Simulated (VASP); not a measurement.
Write the native input for VASP 6.6.1 that does the following.

- Task: single point
- Functional: PBE
- Potentials or basis: VASP PAW PBE potentials, release 64 (Co)
- Cutoff: 520 eV
- k mesh: 21 × 21 × 11
- Occupations: fermi-dirac, width 0.05 eV
- Spin: collinear spin, ferromagnetic start
- Starting moments: [2.0, 2.0] μB
- Dipole correction: no
- Further INCAR settings: ALGO = Normal; EDIFF = 1e-07; NBANDS = 20

The structure of Co lies in POSCAR:

```
Co
1.0
    2.5054000000      0.0000000000      0.0000000000
   -1.2527000000      2.1697400466      0.0000000000
    0.0000000000      0.0000000000      4.0893000000
Co
2
Direct
    0.3333333333      0.6666666667      0.2500000000
    0.6666666667      0.3333333333      0.7500000000
```

One way to write it, as run:

INCAR

```
SYSTEM = Co
PREC     = Accurate       ! precision mode
ENCUT    = 520            ! plane-wave cutoff, eV
EDIFF    = 1E-7           ! SCF threshold, eV
ISMEAR   = -1             ! smearing method
SIGMA    = 0.05           ! smearing width, eV
LREAL    = .FALSE.        ! projectors in reciprocal space
LASPH    = .TRUE.         ! aspherical terms in the spheres
NELM     = 150            ! most SCF steps
ALGO     = Normal         ! electronic algorithm
ISIF     = 2              ! what is computed and relaxed
LWAVE    = .FALSE.        ! write WAVECAR
LCHARG   = .FALSE.        ! write CHGCAR
ISPIN    = 2              ! spin polarisation
MAGMOM   = 2 2            ! initial moments
LORBIT   = 11             ! projections on sites
LMAXMIX  = 4              ! l up to which the mixer works
GGA      = PE             ! functional
NBANDS   = 20             ! bands
```

KPOINTS

```
regular mesh
0
G
  21 21 11
  0 0 0
```

Potentials or basis: VASP PAW PBE potentials, release 64 (Co).

Run with:

```sh
$ cat potpaw_PBE.64/Co/POTCAR > POTCAR
$ mpirun -np 1 vasp_std > vasp.out
```

Results of the run:

The pressure is -5.2 GPa, the net moment is 3.25 μB per cell and the site moments are Co +1.65 μB. The valence electrons inside the program's atomic spheres are Co 8.23.

Caveat: the cell stands under tension.

Run time: 2.1 min on 1 thread of AMD EPYC 9R45 96-Core Processor (Zen 5), with other jobs on the host, peak memory 0.25 GiB.
